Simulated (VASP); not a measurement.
# Ca4AlO (P-6m2) in VASP: notebook, part 2 of 2

VASP 6.6.1. Earlier steps stand in the parts before.

## (3) Relaxation of cell and atoms, PBE

The input, INCAR:

```
  PREC = Accurate
  ENCUT = 600
  EDIFF = 1E-7
  ISMEAR = 0
  SIGMA = 0.1
  LREAL = F
  LASPH = T
  NELM = 80
  ALGO = Normal
  ISIF = 3
  LWAVE = F
  LCHARG = F
  GGA = PE
  IBRION = 2
  NSW = 90
  EDIFFG = -0.04
```

The input, KPOINTS:

```
regular mesh
0
Gamma
  3 3 6
```

The input, POSCAR:

```
Ca4AlO
1.0
    8.6722435773      0.0000000000      0.0000000000
   -4.3361217887      7.5103832458      0.0000000000
    0.0000000000      0.0000000000      3.3145434812
Ca Al O
4 1 1
Direct
    0.3333333333      0.6666666667      0.0000000000
    0.1224633030      0.2449266060      0.5000000000
    0.7550733940      0.8775366970      0.5000000000
    0.1224633030      0.8775366970      0.5000000000
    0.6666666667      0.3333333333      0.0000000000
    0.0000000000      0.0000000000      0.0000000000
```

Potentials or basis: VASP PAW PBE potentials, release 64 (Ca_sv, Al, O).

Started as:

```sh
$ cat potpaw_PBE.64/Ca_sv/POTCAR potpaw_PBE.64/Al/POTCAR potpaw_PBE.64/O/POTCAR > POTCAR
$ mpirun -np 1 vasp_std > vasp.out
```

OUTCAR:

```text
PREC = Accurate
   ENCUT = 600
   EDIFF = 1E-7
   ISMEAR = 0
   LREAL = F
   LASPH = T
   NELM = 80
   ISIF = 3
   GGA = PE
   IBRION = 2
   NSW = 90
   EDIFFG = -0.04

 ion  position               nearest neighbor table
   1  0.333  0.667  0.000-
   2  0.122  0.245  0.500-   6 2.48   6 2.48
   3  0.755  0.878  0.500-   6 2.48   6 2.48
   4  0.122  0.878  0.500-   6 2.48   6 2.48
   5  0.667  0.333  0.000-
   6  0.000  0.000  0.000-   3 2.48   3 2.48   4 2.48   4 2.48   2 2.48   2 2.48

  LATTYP: Found a hexagonal cell.
 ALAT       =     8.6722435773
 C/A-ratio  =     0.3822013821

  Lattice vectors:

 A1 = (   8.6722435773,   0.0000000000,   0.0000000000)
 A2 = (  -4.3361217887,   7.5103832458,   0.0000000000)
 A3 = (   0.0000000000,   0.0000000000,   3.3145434812)

Analysis of symmetry for initial positions (statically):
=====================================================================
 Subroutine PRICEL returns:
[... 168 lines left out ...]
 E-fermi :   1.9220     XC(G=0):  -7.6037

 val. band max:        1.8977329474   @ k =   0.0000   0.0000   0.1667
 cond. band min:       1.9599936089   @ k =   0.3333   0.3333   0.0000
 fundamental gap:      0.0622606616
 Fermi energy:         1.9220369440

 k-point     1 :       0.0000    0.0000    0.0000
  band No.  band energies     occupation
      1     -40.4494      2.00000
      2     -40.4023      2.00000
      3     -40.4023      2.00000
      4     -39.9055      2.00000
      5     -21.7989      2.00000
      6     -21.5605      2.00000
[... 373 lines left out ...]
     28       2.7646      0.00000
     29       2.8591      0.00000

------------------------ aborting loop because EDIFF is reached ----------------------------------------

  FORCE on cell =-STRESS in cart. coord.  units (eV):
  Direction    XX          YY          ZZ          XY          YZ          ZX
  --------------------------------------------------------------------------------------
  -------------------------------------------------------------------------------------
  Total        0.1207865      0.1207865      0.0379233     -0.0000000     -0.0000000      0.0000000
  in kB        0.8964206      0.8964206      0.2814489     -0.0000000     -0.0000000      0.0000000
  external PRESSURE =       0.6914300 kB  Pullay stress =       0.0000000 kB

 VOLUME and BASIS-vectors are now :
 -----------------------------------------------------------------------------
  energy-cutoff  :      600.00
  volume of cell :      215.88
      direct lattice vectors                 reciprocal lattice vectors
     8.672243577  0.000000000  0.000000000     0.115310414  0.066574499  0.000000000
    -4.336121789  7.510383246  0.000000000     0.000000000  0.133148997  0.000000000
     0.000000000  0.000000000  3.314543481     0.000000000  0.000000000  0.301700673

 POSITION                                       TOTAL-FORCE (eV/Angst)
 -----------------------------------------------------------------------------------
     -0.00000      5.00692      0.00000         0.000000     -0.000000      0.000000
     -0.00000      1.83949      1.65727         0.000000     -0.026934     -0.000000
      2.74307      6.59064      1.65727         0.023326      0.013467     -0.000000
     -2.74307      6.59064      1.65727        -0.023326      0.013467     -0.000000
      4.33612      2.50346      0.00000         0.000000      0.000000      0.000000
      0.00000      0.00000      0.00000         0.000000     -0.000000      0.000000
 -----------------------------------------------------------------------------------
    total drift:                                0.000000     -0.000000     -0.000000

  FREE ENERGIE OF THE ION-ELECTRON SYSTEM (eV)
  ---------------------------------------------------
  free  energy   TOTEN  =       -17.8929226812 eV

  energy  without entropy=      -17.8634958809  energy(sigma->0) =      -17.87820928

 reached required accuracy - stopping structural energy minimisation
```

CONTCAR:

```text
Ca4AlO
   1.00000000000000
     8.6722435772999997    0.0000000000000000    0.0000000000000000
    -4.3361217886999999    7.5103832457999999    0.0000000000000000
     0.0000000000000000    0.0000000000000000    3.3145434811999999
  Ca              Al              O
     4     1     1
Direct
     0.3333333332999970    0.6666666667000030    0.0000000000000000
     0.1224633030000035    0.2449266059999999    0.5000000000000000
     0.7550733940000001    0.8775366969999965    0.5000000000000000
     0.1224633030000035    0.8775366969999965    0.5000000000000000
     0.6666666667000030    0.3333333332999970    0.0000000000000000
     0.0000000000000000    0.0000000000000000    0.0000000000000000

  0.00000000E+00  0.00000000E+00  0.00000000E+00
  0.00000000E+00  0.00000000E+00  0.00000000E+00
  0.00000000E+00  0.00000000E+00  0.00000000E+00
  0.00000000E+00  0.00000000E+00  0.00000000E+00
  0.00000000E+00  0.00000000E+00  0.00000000E+00
  0.00000000E+00  0.00000000E+00  0.00000000E+00
```

It took 81 s on 1 thread of AMD EPYC 9R45 (Zen 5), shared host; peak memory 0.39 GiB.

What came out:

| Quantity | Value |
| --- | --- |
| Free energy | -17.8929 eV |
| Pressure after relaxing | 0.1 GPa |
| Largest force after relaxing | 0.027 eV/Å |
| Band gap on the k mesh | zero (an odd number of electrons rules out a gap without spin polarisation) |

Forces on the atoms (eV/Å):
```
Ca   0.000  0.000  0.000
Ca   0.000 -0.027  0.000
Ca   0.023  0.013  0.000
Ca  -0.023  0.013  0.000
Al   0.000  0.000  0.000
O    0.000  0.000  0.000
```

Final structure:
```cif
data_structure
_symmetry_space_group_name_H-M 'P 1'
_symmetry_Int_Tables_number 1
_cell_length_a 8.6722
_cell_length_b 8.6722
_cell_length_c 3.3145
_cell_angle_alpha 90.000
_cell_angle_beta 90.000
_cell_angle_gamma 120.000
_cell_volume 215.88
loop_
_atom_site_label
_atom_site_type_symbol
_atom_site_fract_x
_atom_site_fract_y
_atom_site_fract_z
_atom_site_occupancy
Ca1 Ca 0.33333 0.66667 0.00000 1
Ca2 Ca 0.12246 0.24493 0.50000 1
Ca3 Ca 0.75507 0.87754 0.50000 1
Ca4 Ca 0.12246 0.87754 0.50000 1
Al1 Al 0.66667 0.33333 0.00000 1
O1 O 0.00000 0.00000 0.00000 1
```

Caveat: the relaxation stopped at its first step, so nothing moved; an odd number of electrons without spin polarisation forces a metal; a magnetic or distorted state may lie lower.
